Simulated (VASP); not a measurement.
MnS:

```
Mn S
1.0
     0.00000    2.65409    2.65409
     2.65409    0.00000    2.65409
     2.65409    2.65409    0.00000
Mn S
1 1
Cartesian
  0.0000 0.0000 0.0000
  3.9811 3.9811 3.9811
```

Base run:

```yaml
Program: VASP 6.6.1
Functional: PBEsol
Potentials_or_basis: VASP PAW PBE potentials, release 64 (Mn_pv, S)
Cutoff: 520 eV
k_mesh: 16 × 16 × 16
Occupations: gaussian, width 0.15 eV
Spin: collinear spin, ferromagnetic start
Starting_moments: "[0.875, 0.0] μB"
Fixed_moment: 0.875 μB
```

Its results: pressure -19.3 GPa; site moments Mn +0.89; S -0.05 μB.

Task: The run is repeated on the same cell with these changes: fixed moment from 0.875 μB to 2.625 μB; moments at the start from [0.88, 0.0] to [2.62, 0.0]. What comes out?

Result: Pressure -10.4 GPa; site moments Mn +2.57; S -0.08 μB.

Caveats: the cell stands under tension; the PAW data sets were made with another functional, which shifts forces and pressure a little; the total moment is fixed, so each spin has its own Fermi level and the state may be an excited one; a cell with one magnetic atom can't hold antiferromagnetic order, which such compounds often take.
